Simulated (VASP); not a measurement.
Wanted: the native input for a VASP 6.6.1 run.

| Property | Result |
| --- | --- |
| Task | single point |
| Functional | PBEsol |
| Potentials or basis | VASP PAW PBE potentials, release 64 (Mo_sv, S) |
| Cutoff | 520 eV |
| k mesh | 12 × 12 × 4 |
| Occupations | methfessel-paxton, width 0.107 eV |
| Spin | no spin polarisation |
| Dipole correction | no |
| Further INCAR settings | ALGO = Normal; EDIFF = 1e-06; NBANDS = 35 |

The structure of MoS2 lies in POSCAR:

```
MoS2
1.0
    2.8588863494      0.0000000000      0.0000000000
   -1.4294431747      2.4758682051      0.0000000000
    0.0000000000      0.0000000000     13.7220827001
Mo S
2 4
Direct
    0.3333333333      0.6666666667      0.2500000000
    0.6666666667      0.3333333333      0.7500000000
    0.3333333333      0.6666666667      0.6259932117
    0.6666666667      0.3333333333      0.1259932117
    0.3333333333      0.6666666667      0.8740067883
    0.6666666667      0.3333333333      0.3740067883
```

This cell differs from its parent crystal: volume 16.188 Å^3 an atom, c/a of the conventional cell 4.7998.

These files were run (other wordings do the same):

INCAR

```
SYSTEM = MoS2
  PREC = Accurate
  ENCUT = 520
  EDIFF = 1E-6
  ISMEAR = 1
  SIGMA = 0.107
  LREAL = .FALSE.
  LASPH = .TRUE.
  NELM = 80
  ALGO = Normal
  ISIF = 2
  LWAVE = .FALSE.
  LCHARG = .FALSE.
  GGA = PS
  NBANDS = 35
```

KPOINTS

```
Automatic mesh
0
G
  12 12 4
  0 0 0
```

Potentials or basis: VASP PAW PBE potentials, release 64 (Mo_sv, S).

Run with:

```sh
$ cat potpaw_PBE.64/Mo_sv/POTCAR potpaw_PBE.64/S/POTCAR > POTCAR
$ mpirun -np 1 vasp_std > vasp.out
```

Results of the run:

| Property | Result |
| --- | --- |
| Pressure | 17.9 GPa |
| Largest force | 0.605 eV/Å |
| Band gap on the k mesh | 0.76 eV, indirect (least direct gap 1.33 eV) |

Caveat: the PAW data sets were made with another functional, which shifts forces and pressure a little; this functional lacks dispersion, which binds the layers, so the pressure and a relaxed spacing across them are unreliable.

It took 2.8 min on 1 thread of Intel(R) Xeon(R) Platinum 8259CL CPU @ 2.50GHz (Skylake/Cascade Lake), with other jobs on the host, peak memory 0.32 GiB.
